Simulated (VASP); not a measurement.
Input of a VASP 6.6.1 run:

File POSCAR:

```
TaC
1.0
    3.1550454407      0.0000000000      0.0000000000
    0.0000000000      3.1550454407      0.0000000000
    0.0000000000      0.0000000000     23.9238161042
Ta C
5 5
Direct
    0.5000000000      0.5000000000      0.3134951367
    0.0000000000      0.0000000000      0.4067475684
    0.5000000000      0.5000000000      0.5000000000
    0.0000000000      0.0000000000      0.5932524316
    0.5000000000      0.5000000000      0.6865048633
    0.0000000000      0.0000000000      0.3134951367
    0.5000000000      0.5000000000      0.4067475684
    0.0000000000      0.0000000000      0.5000000000
    0.5000000000      0.5000000000      0.5932524316
    0.0000000000      0.0000000000      0.6865048633
```

INCAR.step1

```
PREC = Accurate
ENCUT = 580
ISMEAR = 0
SIGMA = 0.1
LREAL = False
LASPH = True
NELM = 200
ISPIN = 2
MAGMOM = 1 0 0 0 1 1 0 0 0 1
LMAXMIX = 4
LDIPOL = True
IDIPOL = 3
DIPOL = 0.5 0.5 0.500
NBANDS = 52
GGA = PE
ALGO = Normal
EDIFF = 1E-5
LWAVE = True
LCHARG = False
GGA_COMPAT = False
NELMDL = -8
KPAR = 4
```

File INCAR.step2:

```
PREC = Accurate
ENCUT = 580
EDIFF = 1E-6
ISMEAR = 0
SIGMA = 0.1
LREAL = False
LASPH = True
NELM = 200
ALGO = Normal
ISIF = 2
LWAVE = False
LCHARG = False
ISPIN = 2
MAGMOM = 1 0 0 0 1 1 0 0 0 1
LORBIT = 11
LMAXMIX = 4
LDIPOL = True
IDIPOL = 3
DIPOL = 0.5 0.5 0.500
METAGGA = R2SCAN
LMIXTAU = True
NBANDS = 52
ISTART = 1
GGA_COMPAT = False
KPAR = 4
```

File KPOINTS:

```
Automatic mesh
0
Gamma
  11 11 1
```

Potentials or basis: VASP PAW PBE potentials, release 64 (Ta_pv, C).

The run is started by

```sh
$ cat potpaw_PBE.64/Ta_pv/POTCAR potpaw_PBE.64/C/POTCAR > POTCAR
$ cp INCAR.step1 INCAR
$ mpirun -np 4 vasp_std > vasp.out
$ cp INCAR.step2 INCAR
$ mpirun -np 4 vasp_std > vasp.out
```

Task: Predict the largest force.

Result: 2.600 eV/Å.

Task: What does it give for the net moment?

Result: 0.00 μB per cell.

Forces in eV/Å, atoms in the order of the input:
```
Ta   0.000  0.000  2.600
Ta   0.000  0.000 -0.239
Ta   0.000  0.000  0.000
Ta   0.000  0.000  0.239
Ta   0.000  0.000 -2.600
C    0.000  0.000 -1.448
C    0.000  0.000 -1.019
C    0.000  0.000  0.000
C    0.000  0.000  1.019
C    0.000  0.000  1.448
```

Caveat: the PAW data sets were made with another functional, which shifts forces and pressure a little.
